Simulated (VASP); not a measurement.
Here is a VASP 6.6.1 calculation.

INCAR

```
SYSTEM = C
ALGO = Normal
EDIFF = 1E-6
ENCUT = 520
GGA = RP
ISIF = 2
ISMEAR = -1
LASPH = .TRUE.
LCHARG = .FALSE.
LREAL = .FALSE.
LWAVE = .FALSE.
NBANDS = 26
NELM = 80
PREC = Accurate
SIGMA = 0.05
```

KPOINTS

```
k-points
0
G
  12 12 4
  0 0 0
```

File POSCAR:

```
C
1.0
    2.5051726443      0.0000000000      0.0000000000
   -1.2525863222      2.1695431509      0.0000000000
    0.0000000000      0.0000000000      8.1818157839
C
8
Direct
    0.6666666667      0.3333333333      0.8437500000
    0.3333333333      0.6666666667      0.3437500000
    0.6666666667      0.3333333333      0.6562500000
    0.3333333333      0.6666666667      0.1562500000
    0.0000000000      0.0000000000      0.9062500000
    0.0000000000      0.0000000000      0.4062500000
    0.0000000000      0.0000000000      0.5937500000
    0.0000000000      0.0000000000      0.0937500000
```

Potentials or basis: VASP PAW PBE potentials, release 64 (C).

Run with:

```sh
$ cat potpaw_PBE.64/C/POTCAR > POTCAR
$ mpirun -np 1 vasp_std > vasp.out
```

Q: Estimate the pressure.

A: 18.4 GPa.

Q: Predict the band gap on the k mesh.

A: 4.46 eV (least direct gap 5.23 eV).

Forces in eV/Å, atoms in the order of the input:
```
C    0.000  0.000  0.329
C    0.000  0.000  0.329
C    0.000  0.000 -0.329
C    0.000  0.000 -0.329
C    0.000  0.000  0.340
C    0.000  0.000  0.340
C    0.000  0.000 -0.340
C    0.000  0.000 -0.340
```

Caveat: the stress differs along the axes, from 14 to 27 GPa; the PAW data sets were made with another functional, which shifts forces and pressure a little. A k mesh can miss the band edges.
